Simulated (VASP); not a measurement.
# Zn (P6_3/mmc) in VASP: further runs, part 2 of 3

VASP 6.6.1. Earlier steps stand in the parts before.

## Step 4: Electric field gradients, PBE (15.36 Å³/atom)

This run uses another cell than the first one, of 15.36 Å³/atom.

File INCAR:

```
SYSTEM = Zn
PREC = Accurate ; ENCUT = 520
EDIFF = 1E-8 ; ISMEAR = -1
SIGMA = 0.03 ; LREAL = .FALSE.
LASPH = .TRUE. ; NELM = 80
ALGO = Normal ; ISIF = 2
LWAVE = .FALSE. ; LCHARG = .FALSE.
GGA = PE ; LEFG = .TRUE.
NBANDS = 19
```

File KPOINTS:

```
regular mesh
0
G
  18 18 8
  0 0 0
```

File POSCAR:

```
Zn
1.0
    2.6736512679      0.0000000000      0.0000000000
   -1.3368256340      2.3154499188      0.0000000000
    0.0000000000      0.0000000000      4.9631343400
Zn
2
Direct
    0.3333333333      0.6666666667      0.2500000000
    0.6666666667      0.3333333333      0.7500000000
```

Potentials or basis: VASP PAW PBE potentials, release 64 (Zn).

Command:

```
$ cat potpaw_PBE.64/Zn/POTCAR > POTCAR
$ mpirun -np 1 vasp_std > vasp.out
```

OUTCAR:

```text
SYSTEM = Zn
   PREC = Accurate
   ENCUT = 520
   EDIFF = 1E-8
   ISMEAR = -1
   LREAL = .FALSE.
   LASPH = .TRUE.
   NELM = 80
   ISIF = 2
   GGA = PE

 ion  position               nearest neighbor table
   1  0.333  0.667  0.250-   2 2.92   2 2.92   2 2.92   2 2.92   2 2.92   2 2.92
   2  0.667  0.333  0.750-   1 2.92   1 2.92   1 2.92   1 2.92   1 2.92   1 2.92

  LATTYP: Found a hexagonal cell.
 ALAT       =     2.6736512679
 C/A-ratio  =     1.8563132745

  Lattice vectors:

 A1 = (   2.6736512679,   0.0000000000,   0.0000000000)
 A2 = (  -1.3368256340,   2.3154499188,   0.0000000000)
 A3 = (   0.0000000000,   0.0000000000,   4.9631343400)

Analysis of symmetry for initial positions (statically):
=====================================================================
 Subroutine PRICEL returns:
 Original cell was already a primitive cell.

 Routine SETGRP: Setting up the symmetry group for a
 hexagonal supercell.

 Subroutine GETGRP returns: Found 24 space group operations
 (whereof 12 operations were pure point group operations)
 out of a pool of 24 trial point group operations.

The static configuration has the point symmetry D_3d.
 The point group associated with its full space group is D_6h.

Analysis of symmetry for dynamics (positions and initial velocities):
=====================================================================
 Subroutine PRICEL returns:
 Original cell was already a primitive cell.

 Routine SETGRP: Setting up the symmetry group for a
 hexagonal supercell.

 Subroutine GETGRP returns: Found 24 space group operations
 (whereof 12 operations were pure point group operations)
 out of a pool of 24 trial point group operations.

The dynamic configuration has the point symmetry D_3d.
 The point group associated with its full space group is D_6h.

 Subroutine INISYM returns: Found 24 space group operations
 (whereof 12 operations are pure point group operations),
 and found     1 'primitive' translations

----------------------------------------------------------------------------------------

                                     Primitive cell

  volume of cell :      30.7253

  direct lattice vectors                    reciprocal lattice vectors
     2.673651268  0.000000000  0.000000000     0.374020356  0.215940753  0.000000000
    -1.336825634  2.315449919  0.000000000     0.000000000  0.431881507  0.000000000
     0.000000000  0.000000000  4.963134340     0.000000000  0.000000000  0.201485580

  length of vectors
     2.673651268  2.673651268  4.963134340     0.431881507  0.431881507  0.201485580

  position of ions in fractional coordinates (direct lattice)
     0.333333333  0.666666667  0.250000000
     0.666666667  0.333333333  0.750000000

  ion indices of the primitive-cell ions
   primitive index   ion index
                 1           1
                 2           2

[... 76 lines left out ...]
   NFREE  =      0    steps in history (QN), initial steepest desc. (CG)
   ISIF   =      2    stress and relaxation
   ISYM   =      2    0-nonsym 1-usesym 2-fastsym
   POTIM  = 0.5000    time-step for ionic-motion
   TEBEG  =    0.0;   TEEND  =   0.0 temperature during run
   PSTRESS=    0.0 pullay stress
   NELECT =      24.0000    total number of electrons
   NUPDOWN=      -1.0000    fix difference up-down
   EMIN   =  10.00;   EMAX   =-10.00  energy-range for DOS
   EFERMI =   0.00;   METHOD = LEGACY
   ISMEAR =    -1;   SIGMA  =   0.03  broadening in eV -4-tet -1-fermi 0-gaus
   EFERMI_NEDOS =   21; number of points for ismear=-14 and -15
   IALGO  =     38    algorithm
   IMIX   =      4    mixing-type and parameters
     AMIX     =   0.40;   BMIX     =  1.00
     AMIX_MAG =   1.60;   BMIX_MAG =  1.00
  volume/ion in A,a.u.               =      15.36       103.67
  Fermi-wavevector in a.u.,A,eV,Ry     =   1.507694  2.849128 30.927960  2.273141
  Thomas-Fermi vector in A             =   2.618246
   LORBIT       =      0    0 simple, 1 ext, 2 COOP (PROOUT), +10 PAW based schemes
   GGA     = PE    functional components
   LHFCALC =     F    Hartree Fock is set to
   AEXX    =    0.0000 exact exchange contribution
   IVDW    =     0    specifies the selected vdW correction
   LEPSILON=     F    determine dielectric tensor
   LRPA    =     F    only Hartree local field effects (RPA)
 non-spin polarized calculation
  energy-cutoff  :      520.00
  volume of cell :       30.73
 maximum number of plane-waves:       855
 NGX is ok and might be reduce to    20
   NGX =  9   NGY =  9   NGZ = 19

 number of electron      24.0000009 magnetization

 Free energy of the ion-electron system (eV)
  ---------------------------------------------------
  ext. energy  EPLUGINS =         0.00000000
  ---------------------------------------------------
  free energy    TOTEN  =        -2.21472968 eV

  energy without entropy =       -2.21322168  energy(sigma->0) =       -2.21397568

 E-fermi :   3.1978     XC(G=0): -11.4999

 val. band max:        3.1922696847   @ k =   0.3333   0.3333   0.0000
 cond. band min:       3.2262956001   @ k =   0.3333   0.2222   0.2500
 fundamental gap:      0.0340259154
 Fermi energy:         3.1977731032

 k-point     1 :       0.0000    0.0000    0.0000
  band No.  band energies     occupation
      1      -7.2812      2.00000
      2      -5.5213      2.00000
      3      -4.8419      2.00000
      4      -4.6182      2.00000
      5      -4.6182      2.00000
      6      -4.5693      2.00000
[... 505 lines left out ...]
      6      -4.4751      2.00000
[... 11 lines left out ...]
     18      15.9170      0.00000
     19      17.3141      0.00000

 [... further k-points ...]

------------------------ aborting loop because EDIFF is reached ----------------------------------------

  FORCE on cell =-STRESS in cart. coord.  units (eV):
  Direction    XX          YY          ZZ          XY          YZ          ZX
  --------------------------------------------------------------------------------------
  -------------------------------------------------------------------------------------
  Total       -0.2201692     -0.2201692      0.0171160      0.0000000      0.0000000      0.0000000
  in kB      -11.4807704    -11.4807704      0.8925174      0.0000000      0.0000000      0.0000000
  external PRESSURE =      -7.3563411 kB  Pullay stress =       0.0000000 kB

 VOLUME and BASIS-vectors are now :
 -----------------------------------------------------------------------------
  energy-cutoff  :      520.00
  volume of cell :       30.73
      direct lattice vectors                 reciprocal lattice vectors
     2.673651268  0.000000000  0.000000000     0.374020356  0.215940753  0.000000000
    -1.336825634  2.315449919  0.000000000     0.000000000  0.431881507  0.000000000
     0.000000000  0.000000000  4.963134340     0.000000000  0.000000000  0.201485580

 POSITION                                       TOTAL-FORCE (eV/Angst)
 -----------------------------------------------------------------------------------
     -0.00000      1.54363      1.24078        -0.000000      0.000000      0.000000
      1.33683      0.77182      3.72235         0.000000     -0.000000     -0.000000
 -----------------------------------------------------------------------------------
    total drift:                               -0.000000      0.000000      0.000000

  FREE ENERGIE OF THE ION-ELECTRON SYSTEM (eV)
  ---------------------------------------------------
  free  energy   TOTEN  =        -2.2147296763 eV

  energy  without entropy=       -2.2132216798  energy(sigma->0) =       -2.21397568

 Electric field gradients (V/A^2)
---------------------------------------------------------------------
 ion       V_xx      V_yy      V_zz      V_xy      V_xz      V_yz
---------------------------------------------------------------------
   1     -17.261   -17.254    34.515     0.006     0.000    -0.000
   2     -17.261   -17.254    34.515     0.006    -0.000     0.000
---------------------------------------------------------------------

 Electric field gradients after diagonalization (V/A^2)
 (convention: |V_zz| > |V_xx| > |V_yy|)
----------------------------------------------------------------------
 ion       V_xx      V_yy      V_zz     asymmetry (V_yy - V_xx)/ V_zz
----------------------------------------------------------------------
   1     -17.265   -17.250    34.515       0.000
   2     -17.265   -17.250    34.515       0.000
----------------------------------------------------------------------

           NMR quadrupolar parameters

 Cq : quadrupolar parameter    Cq=e*Q*V_zz/h
 eta: asymmetry parameters     (V_yy - V_xx)/ V_zz
 Q  : nuclear electric quadrupole moment in mb (millibarn)
----------------------------------------------------------------------
 ion       Cq(MHz)       eta       Q (mb)
----------------------------------------------------------------------
   1       0.083       0.000       1.000
   2       0.083       0.000       1.000
----------------------------------------------------------------------
```

OSZICAR:

```text
N       E                     dE             d eps       ncg     rms          rms(c)
DAV:   1     0.114303113305E+03    0.11430E+03   -0.12405E+04  7225   0.199E+03
DAV:   2     0.290268849835E+01   -0.11140E+03   -0.10767E+03  7078   0.297E+02
DAV:   3    -0.238584224237E+01   -0.52885E+01   -0.52676E+01  7899   0.706E+01
DAV:   4    -0.241827401441E+01   -0.32432E-01   -0.32423E-01  7658   0.569E+00
DAV:   5    -0.241831614295E+01   -0.42129E-04   -0.42129E-04  7701   0.187E-01    0.388E+00
DAV:   6    -0.222738115649E+01    0.19093E+00   -0.75974E-01  7804   0.183E+01    0.295E+00
DAV:   7    -0.221891538093E+01    0.84658E-02   -0.25711E-02  8822   0.268E+00    0.152E+00
DAV:   8    -0.221471477468E+01    0.42006E-02   -0.17774E-03  9468   0.624E-01    0.469E-02
DAV:   9    -0.221472634828E+01   -0.11574E-04   -0.21505E-04  9357   0.183E-01    0.354E-02
DAV:  10    -0.221473017468E+01   -0.38264E-05   -0.19776E-05  7399   0.491E-02    0.292E-03
DAV:  11    -0.221472999664E+01    0.17803E-06   -0.99572E-08  8901   0.455E-03    0.175E-03
DAV:  12    -0.221472964884E+01    0.34780E-06   -0.25101E-08  7132   0.268E-03    0.943E-05
DAV:  13    -0.221472966799E+01   -0.19149E-07   -0.42777E-09  4235   0.563E-04    0.638E-05
DAV:  14    -0.221472967633E+01   -0.83432E-08   -0.28332E-10  3794   0.333E-04
   1 F= -.22147297E+01 E0= -.22139757E+01  d E =-.150800E-02
```

It took 59 s on 1 thread of Intel Xeon Platinum 8488C (Sapphire Rapids), shared host; peak memory 0.2 GiB.

Results:

```yaml
Free_energy: -2.2147 eV
Pressure: -0.7 GPa
Band_gap_on_the_k_mesh: zero (bands 12 and 13 overlap by 4.66 eV)
Largest_electric_field_gradient_by_atom: Zn +34.5 V/Å²
```

Electric field gradients, principal values (V/Å²):
| atom | least | middle | greatest (by size) |
| --- | --- | --- | --- |
| 1 Zn | -17.250 | -17.265 | 34.515 |
| 2 Zn | -17.250 | -17.265 | 34.515 |

Caveat: without QUAD_EFG the Cq values of the log hold for a quadrupole moment of 1 mb, not for the nuclei.

## Step 5: Electric field gradients, PBE (15.51 Å³/atom)

This run uses another cell than the first one, of 15.51 Å³/atom.

File INCAR:

```
ALGO     = Normal         # electronic algorithm
EDIFF    = 1E-8           # SCF threshold, eV
ENCUT    = 520            # plane-wave cutoff, eV
GGA      = PE             # functional
ISIF     = 2              # what is computed and relaxed
ISMEAR   = -1             # smearing method
LASPH    = T              # aspherical terms in the spheres
LCHARG   = F              # write CHGCAR
LEFG     = T            
LREAL    = F              # projectors in reciprocal space
LWAVE    = F              # write WAVECAR
NBANDS   = 19             # bands
NELM     = 100            # most SCF steps
PREC     = Accurate       # precision mode
SIGMA    = 0.03           # smearing width, eV
```

File KPOINTS:

```
k-points
0
Gamma
  18 18 8
```

File POSCAR:

```
Zn
1.0
    2.6824462367      0.0000000000      0.0000000000
   -1.3412231184      2.3230665853      0.0000000000
    0.0000000000      0.0000000000      4.9794605574
Zn
2
Direct
    0.3333333333      0.6666666667      0.2500000000
    0.6666666667      0.3333333333      0.7500000000
```

Potentials or basis: VASP PAW PBE potentials, release 64 (Zn).

Command:

```
$ cat potpaw_PBE.64/Zn/POTCAR > POTCAR
$ mpirun -np 1 vasp_std > vasp.out
```

OUTCAR:

```text
EDIFF = 1E-8
   ENCUT = 520
   GGA = PE
   ISIF = 2
   ISMEAR = -1
   LASPH = T
   LREAL = F
   NELM = 100
   PREC = Accurate

 ion  position               nearest neighbor table
   1  0.333  0.667  0.250-   2 2.93   2 2.93   2 2.93   2 2.93   2 2.93   2 2.93
   2  0.667  0.333  0.750-   1 2.93   1 2.93   1 2.93   1 2.93   1 2.93   1 2.93

  LATTYP: Found a hexagonal cell.
 ALAT       =     2.6824462367
 C/A-ratio  =     1.8563132745

  Lattice vectors:

 A1 = (   2.6824462367,   0.0000000000,   0.0000000000)
 A2 = (  -1.3412231184,   2.3230665853,   0.0000000000)
 A3 = (   0.0000000000,   0.0000000000,   4.9794605574)

Analysis of symmetry for initial positions (statically):
=====================================================================
 Subroutine PRICEL returns:
 Original cell was already a primitive cell.

 Routine SETGRP: Setting up the symmetry group for a
[... 719 lines left out ...]
  energy-cutoff  :      520.00
  volume of cell :       31.03
      direct lattice vectors                 reciprocal lattice vectors
     2.682446237  0.000000000  0.000000000     0.372794051  0.215232746  0.000000000
    -1.341223118  2.323066585  0.000000000     0.000000000  0.430465492  0.000000000
     0.000000000  0.000000000  4.979460557     0.000000000  0.000000000  0.200824967

 POSITION                                       TOTAL-FORCE (eV/Angst)
 -----------------------------------------------------------------------------------
     -0.00000      1.54871      1.24487         0.000000     -0.000000     -0.000000
      1.34122      0.77436      3.73460        -0.000000      0.000000      0.000000
 -----------------------------------------------------------------------------------
    total drift:                               -0.000000      0.000000      0.000000

  FREE ENERGIE OF THE ION-ELECTRON SYSTEM (eV)
  ---------------------------------------------------
  free  energy   TOTEN  =        -2.2127124193 eV

  energy  without entropy=       -2.2111758442  energy(sigma->0) =       -2.21194413

 Electric field gradients (V/A^2)
---------------------------------------------------------------------
 ion       V_xx      V_yy      V_zz      V_xy      V_xz      V_yz
---------------------------------------------------------------------
   1     -16.941   -16.933    33.874     0.007     0.000    -0.000
   2     -16.941   -16.933    33.874     0.007    -0.000     0.000
---------------------------------------------------------------------

 Electric field gradients after diagonalization (V/A^2)
 (convention: |V_zz| > |V_xx| > |V_yy|)
----------------------------------------------------------------------
 ion       V_xx      V_yy      V_zz     asymmetry (V_yy - V_xx)/ V_zz
----------------------------------------------------------------------
   1     -16.945   -16.929    33.874       0.000
   2     -16.945   -16.929    33.874       0.000
----------------------------------------------------------------------

           NMR quadrupolar parameters

 Cq : quadrupolar parameter    Cq=e*Q*V_zz/h
 eta: asymmetry parameters     (V_yy - V_xx)/ V_zz
 Q  : nuclear electric quadrupole moment in mb (millibarn)
----------------------------------------------------------------------
 ion       Cq(MHz)       eta       Q (mb)
----------------------------------------------------------------------
   1       0.082       0.000       1.000
   2       0.082       0.000       1.000
----------------------------------------------------------------------
```

Wall time 62 s (1 thread of Intel Xeon Platinum 8488C (Sapphire Rapids), shared host); peak memory 0.2 GiB.

What came out:

```yaml
Free_energy: -2.2127 eV
Pressure: -1.4 GPa
Band_gap_on_the_k_mesh: zero (bands 12 and 13 overlap by 4.66 eV)
Largest_electric_field_gradient_by_atom: Zn +33.9 V/Å²
```

Stress tensor (GPa, compression positive):
```
-1.86  0.00  0.00
 0.00 -1.86  0.00
 0.00  0.00 -0.43
```

Levels at points of the mesh, in eV from the Fermi level:
```tsv
k point	band 8	band 9	band 10	band 11	band 12	band 13	band 14	band 15	band 16	band 17
(0.00, 0.00, 0.00)	-7.42	-7.42	-7.22	-7.22	-3.69	-3.21	13.29	16.89	17.01	17.01
(0.50, 0.00, 0.00)	-7.24	-7.05	-7.03	-2.93	-2.31	2.42	3.37	3.81	5.50	9.85
(0.00, 0.00, 0.50)	-7.71	-7.31	-7.31	-7.31	-7.31	4.37	4.37	18.27	18.27	18.27
(0.50, 0.00, 0.50)	-7.25	-7.04	-7.04	-1.96	-1.96	-0.08	-0.08	9.85	9.85	11.63
```

Electric field gradients, principal values (V/Å²):
| atom | least | middle | greatest (by size) |
| --- | --- | --- | --- |
| 1 Zn | -16.929 | -16.945 | 33.874 |
| 2 Zn | -16.929 | -16.945 | 33.874 |

Caveat: without QUAD_EFG the Cq values of the log hold for a quadrupole moment of 1 mb, not for the nuclei.

(Continued in part 3 of 3.)

The gap in the log of VASP goes by the Fermi energy; the results here count the filled bands.